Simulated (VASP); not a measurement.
Input of a VASP 6.6.1 run:

The input INCAR:

```
PREC = Accurate
ENCUT = 500
EDIFF = 1E-6
ISMEAR = 0
SIGMA = 0.1
LREAL = F
LASPH = T
NELM = 120
ALGO = Normal
ISIF = 2
LWAVE = F
LCHARG = F
GGA = PS
NBANDS = 13
GGA_COMPAT = F
```

File KPOINTS:

```
Automatic mesh
0
Gamma
  8 8 8
```

Contents of POSCAR:

```
W
1.0
    0.0000000000      2.0002216365      2.0002216365
    2.0002216365      0.0000000000      2.0002216365
    2.0002216365      2.0002216365      0.0000000000
W
1
Direct
    0.0000000000      0.0000000000      0.0000000000
```

Potentials or basis: VASP PAW PBE potentials, release 64 (W_sv).

Launch:

```sh
$ cat potpaw_PBE.64/W_sv/POTCAR > POTCAR
$ mpirun -np 1 vasp_std > vasp.out
```

Question: What does it give for the band gap on the k mesh?

Answer: Zero (band 7 reaches 13.87 eV, above the bottom of band 8 at 10.06 eV).

Question: Predict the pressure.

Answer: 0.7 GPa.

Caveat: the PAW data sets were made with another functional, which shifts forces and pressure a little; spin-orbit coupling is left out, which moves the levels of the heavy elements.
